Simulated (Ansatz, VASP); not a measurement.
Two plane-wave programs on InP

```
In P
1.0
     0.00000    2.93050    2.93050
     2.93050    0.00000    2.93050
     2.93050    2.93050    0.00000
In P
1 1
Direct
  0.00000 0.00000 0.00000
  0.75000 0.75000 0.75000
```

Alike in both runs: functional revPBE; k mesh 5 × 5 × 5; occupations fermi-dirac, width 0.05 eV; no spin polarisation.

|  | VASP | Ansatz |
| --- | --- | --- |
| version | VASP 6.6.1 | Ansatz 0.2.0 |
| potentials or method | VASP PAW PBE potentials, release 64 (In_d, P) | Ansatz PAW |
| plane-wave cutoff (eV) | 520 | 420 |
| valence electrons in the cell | 18 | 18 |
| task | single point | band structure |

```tsv
	VASP	Ansatz	Ansatz less VASP
gap on the k mesh at the Fermi level (eV)	0.81	0.81	+0.006
least direct gap on the mesh (eV)	0.81	0.81	+0.006
pressure (GPa)	4.6	4.7	+0.06
```

VASP's potentials were made for PBE, not for revPBE.
